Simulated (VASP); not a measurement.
A run of VASP 6.6.1 is set up as follows.

The input INCAR:

```
ALGO = Normal
EDIFF = 1E-6
ENCUT = 520
GGA = PS
ISIF = 2
ISMEAR = -1
ISPIN = 2
LASPH = True
LCHARG = False
LORBIT = 11
LREAL = Auto
LWAVE = False
MAGMOM = 0 0 0 0 0 0 0 0 0 0 0 0 0 0 0 0 0 0 1
NBANDS = 58
NELM = 150
PREC = Accurate
SIGMA = 0.02
```

Contents of KPOINTS:

```
k-points
0
Gamma
  2 2 1
```

Contents of POSCAR:

```
C18Cl
1.0
    7.3980000000      0.0000000000      0.0000000000
   -3.6990000000      6.4068560000      0.0000000000
    0.0000000000      0.0000000000     13.0000000000
C Cl
18 1
Direct
   -0.0027459606      0.0023107881      0.0724862875
    0.2196119053      0.1134592073      0.0717235070
   -0.0027478183      0.3353686946      0.0724802322
    0.2196139413      0.4465512019      0.0717084688
   -0.0027002542      0.6688645726      0.0726662804
    0.2193389600      0.7798731267      0.0728435948
    0.3308090378      0.0022910132      0.0724993314
    0.5525391986      0.1136256351      0.0745597058
    0.3306437637      0.3355204958      0.0719632908
    0.5527054612      0.4465528111      0.0717237664
    0.3307960648      0.6689125003      0.0724795689
    0.5525271866      0.7793167329      0.0745625120
    0.6639715089      0.0021923569      0.0815525251
    0.8868477350      0.1136377971      0.0745624568
    0.6638732313      0.3353555657      0.0725002302
    0.8862914339      0.4468257703      0.0728447329
    0.6638535618      0.6689099159      0.0724864549
    0.8862768772      0.7798878071      0.0728463710
    0.6639941659      0.0021246074      0.2761264833
```

Potentials or basis: VASP PAW PBE potentials, release 64 (C, Cl).

Launch:

```bash
$ cat potpaw_PBE.64/C/POTCAR potpaw_PBE.64/Cl/POTCAR > POTCAR
$ mpirun -np 1 vasp_std > vasp.out
```

Task: Estimate the largest force.

Result: 0.011 eV/Å.

Task: Estimate the net moment.

Result: 0.00 μB per cell.

Forces in eV/Å, atoms in the order of the input:
```
C   -0.001 -0.003  0.000
C    0.003 -0.001 -0.003
C   -0.006  0.000  0.001
C   -0.003  0.006 -0.001
C    0.002  0.003  0.003
C    0.006  0.003  0.000
C   -0.006 -0.008 -0.001
C    0.003  0.001  0.002
C   -0.002  0.000 -0.001
C    0.007 -0.004 -0.001
C   -0.009  0.002  0.002
C    0.001  0.001 -0.003
C    0.008  0.000  0.001
C   -0.002 -0.001  0.001
C   -0.002  0.005 -0.003
C   -0.002 -0.002  0.004
C    0.003  0.003 -0.002
C    0.002 -0.003  0.002
Cl  -0.001  0.000  0.000
```

Caveat: the k points lie up to 0.49 Å⁻¹ apart; the PAW data sets were made with another functional, which shifts forces and pressure a little.
